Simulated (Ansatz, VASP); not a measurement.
Two plane-wave programs on KCl

```
CELL_PARAMETERS angstrom
0.00000 3.26656 3.15610
3.15610 0.00000 3.15610
3.15610 3.26656 0.00000
ATOMIC_POSITIONS crystal
K 0.00000 0.00000 0.00000
Cl 0.50000 0.50000 0.50000
```

Change from the starting cell: strain +0.0350 x Voigt [0, 1, 0, 0, 0, 0], atoms carried along.

Alike in both runs: task single point; functional PBE; k mesh 6 × 6 × 6; occupations gaussian, width 0.05 eV; no spin polarisation.

```csv
,VASP,Ansatz
version,VASP 6.6.1,Ansatz 0.2.0
potentials or method,"VASP PAW PBE potentials, release 64 (K_sv, Cl), cutoff 520 eV","scalar-relativistic, plane waves, PAW"
valence electrons in the cell,16,16
```

VASP gave:

```
gap on the k mesh at the Fermi level (eV)                     : 5.03
least direct gap on the mesh (eV)                             : 5.03
pressure (GPa)                                                : 0.0
traceless stress, the component that is largest in VASP (GPa) : -0.65
```

Q: Which values does Ansatz return?

A: gap on the k mesh at the Fermi level (eV): 5.03; least direct gap on the mesh (eV): 5.03; pressure (GPa): 0.0; traceless stress, the component that is largest in VASP (GPa): -0.63.
